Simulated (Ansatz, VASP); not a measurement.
Two plane-wave programs on Hg

The input INCAR:

```
SYSTEM = Hg
ALGO = Fast
EDIFF = 1E-7
ENCUT = 520
GGA = PE
ISIF = 2
ISMEAR = 0
IVDW = 12
LASPH = .True.
LCHARG = .False.
LREAL = .False.
LWAVE = .False.
NBANDS = 19
NELM = 60
PREC = Accurate
SIGMA = 0.15
```

The input KPOINTS:

```
k-points
0
Gamma
  15 15 8
  0 0 0
```

The input POSCAR:

```
Hg
1.0
    3.4640000000      0.0000000000      0.0000000000
   -1.7320000000      2.9999119987      0.0000000000
    0.0000000000      0.0000000000      5.2861746114
Hg
2
Direct
    0.6666666667      0.3333333333      0.7500000000
    0.3333333333      0.6666666667      0.2500000000
```

Input for Ansatz:

```yaml
crystal:
  lattice:
    - [3.464, 0.0, 0.0]
    - [-1.732, 2.9999119987, 0.0]
    - [0.0, 0.0, 5.2861746114]
  atoms:
    - { symbol: Hg, position: [0.6666666667, 0.3333333333, 0.75] }
    - { symbol: Hg, position: [0.3333333333, 0.6666666667, 0.25] }
basis:
  ecutwfc: 420
kpoints:
  mp_grid: { grid: [15, 15, 8] }
hamiltonian:
  xc: pbe
  dispersion: d3bj
scf:
  occupations: { method: gaussian, width: 0.15 }
output:
  forces: true
  stress: true
  eigenvalues: true
```

Alike in both runs: task single point; functional PBE; dispersion D3(BJ); k mesh 15 × 15 × 8; occupations gaussian, width 0.15 eV; no spin polarisation.

|  | VASP | Ansatz |
| --- | --- | --- |
| version | VASP 6.6.1 | Ansatz 0.2.0 |
| potentials or method | VASP PAW PBE potentials, release 64 (Hg), cutoff 520 eV | scalar-relativistic, plane waves, PAW |
| valence electrons in the cell | 24 | 40 |

```csv
,VASP,Ansatz,Ansatz less VASP
gap on the k mesh at the Fermi level (eV),none,none,-
pressure (GPa),-0.7,-0.9,-0.14
"traceless stress, the component that is largest in VASP (GPa)",0.26,0.23,-0.033
```

A gap of «none» marks a metal or a gap that the smearing closes. VASP's potentials hold 24 valence electrons a cell and Ansatz's 40, so a difference there can come from the potentials and not from the codes.

Neither program's run includes spin-orbit coupling.
